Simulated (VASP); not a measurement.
As, a slab with vacuum:

```
As
1.0
     3.57491    0.00000    0.00000
    -1.78745    3.09596    0.00000
     0.00000    0.00000   26.41564
As
2
Direct
  0.33333 0.66667 0.32062
  0.66667 0.33333 0.37245
```

Base run:

```yaml
Program: VASP 6.6.1
Functional: PBE
Potentials_or_basis: VASP PAW PBE potentials, release 64 (As)
Cutoff: 520 eV
k_mesh: 12 × 12 × 1
Occupations: fermi-dirac, width 0.02 eV
Spin: no spin polarisation
```

Its results: band gap on the k mesh 1.68 eV, indirect (least direct gap 2.06 eV); largest force 0.493 eV/Å.

Task: The run is repeated on the same cell with these changes: functional from PBE to r2SCAN; occupations from fermi-dirac, width 0.02 eV to gaussian, width 0.01 eV. What comes out?

Result: Band gap on the k mesh 1.99 eV, indirect (least direct gap 2.43 eV); largest force 0.063 eV/Å.

Caveats: the PAW data sets were made with another functional, which shifts forces and pressure a little (some runs).

A k mesh can miss the band edges.
